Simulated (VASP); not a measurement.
Wanted: the native input for a VASP 6.6.1 run.

| Property | Result |
| --- | --- |
| Task | single point |
| Functional | PBEsol |
| Potentials or basis | VASP PAW PBE potentials, release 64 (Ti_sv) |
| Cutoff | 500 eV |
| k mesh | 12 × 12 × 12 |
| Occupations | fermi-dirac, width 0.1 eV |
| Spin | no spin polarisation |
| Dipole correction | no |
| Further INCAR settings | ALGO = Normal; EDIFF = 1e-06; NBANDS = 12 |

The structure of Ti lies in POSCAR:

```
Ti
1.0
   -1.6410000000      1.6410000000      1.6410000000
    1.6410000000     -1.6410000000      1.6410000000
    1.6410000000      1.6410000000     -1.6410000000
Ti
1
Direct
    0.0000000000      0.0000000000      0.0000000000
```

This isn't the form of Ti at room conditions, which is hcp.

One way to write it, as run:

INCAR

```
SYSTEM = Ti
PREC = Accurate
ENCUT = 500
EDIFF = 1E-6
ISMEAR = -1
SIGMA = 0.1
LREAL = .False.
LASPH = .True.
NELM = 120
ALGO = Normal
ISIF = 2
LWAVE = .False.
LCHARG = .False.
GGA = PS
NBANDS = 12
GGA_COMPAT = .False.
```

KPOINTS

```
regular mesh
0
Gamma
  12 12 12
  0 0 0
```

Potentials or basis: VASP PAW PBE potentials, release 64 (Ti_sv).

Command:

```sh
$ cat potpaw_PBE.64/Ti_sv/POTCAR > POTCAR
$ mpirun -np 1 vasp_std > vasp.out
```

Results of the run:

```yaml
Pressure: -6.6 GPa
Band_gap_on_the_k_mesh: zero (bands 6 and 7 overlap by 1.57 eV)
```

Caveat: the cell stands under tension; the PAW data sets were made with another functional, which shifts forces and pressure a little.

Run time: 8.5 s on 1 thread of AMD EPYC 9R45 96-Core Processor (Zen 5), with other jobs on the host, peak memory 0.11 GiB.
